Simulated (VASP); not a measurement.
Runs of VASP 6.6.1 on Na. The structure is that of space group Im-3m (No. 229), or close to it. The cells are those of the table. 

```csv
task,cell,k mesh for the DOS,occupations for the DOS,gap on the mesh (eV),pressure (GPa)
electric field gradients,"a = 3.618 Å, angles 109.5°, 1 atom",-,-,none,0.0
single point,"a = 3.740 Å, angles 109.5°, 1 atom",-,-,none,-0.7
single point,"a = 3.593 Å, angles 109.5°, 1 atom",-,-,none,(a)
single point,"a = 3.680 Å, angles 109.5°, 1 atom",-,-,none,-0.4
```

Alike in all rows: level PBEsol; potentials or basis VASP PAW PBE potentials, release 64 (Na_pv); no spin polarisation; k mesh 11 × 11 × 11; cutoff (eV) 520; smearing fermi-dirac 0.03 eV.

Estimate the missing entries.

(a) 0.1.

Caveats: the PAW data sets were made with another functional, which shifts forces and pressure a little.

A gap of «none» marks levels without a gap at the run's occupations.
